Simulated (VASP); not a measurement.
A run of VASP 6.6.1:

The input INCAR:

```
SYSTEM = NiO
ALGO = Normal
EDIFF = 1E-7
ENCUT = 520
GGA = PS
ISIF = 2
ISMEAR = -1
ISPIN = 2
LASPH = .True.
LCHARG = .False.
LDAU = .True.
LDAUJ = 0 0
LDAUL = 2 -1
LDAUPRINT = 1
LDAUTYPE = 2
LDAUU = 5 0
LMAXMIX = 4
LORBIT = 11
LREAL = .False.
LWAVE = .False.
MAGMOM = 1 0
NBANDS = 19
NELM = 150
PREC = Accurate
SIGMA = 0.05
```

Contents of KPOINTS:

```
k-points
0
Gamma
  11 11 11
  0 0 0
```

The input POSCAR:

```
NiO
1.0
    0.0000000000      2.0859016414      2.0859016414
    2.0859016414      0.0000000000      2.0859016414
    2.0859016414      2.0859016414      0.0000000000
Ni O
1 1
Direct
    0.0000000000      0.0000000000      0.0000000000
    0.5000000000      0.5000000000      0.5000000000
```

Potentials or basis: VASP PAW PBE potentials, release 64 (Ni, O).

Run with:

```bash
$ cat potpaw_PBE.64/Ni/POTCAR potpaw_PBE.64/O/POTCAR > POTCAR
$ mpirun -np 1 vasp_std > vasp.out
```

Hardware: 1 thread of Intel(R) Xeon(R) 6975P-C (Granite Rapids), on a shared host.

Task: Estimate the wall time of this run.

Result: Run time: 15 s on 1 thread of Intel(R) Xeon(R) 6975P-C (Granite Rapids), on a shared host, peak memory 0.16 GiB. Counts: scf iterations 15, k points 56.
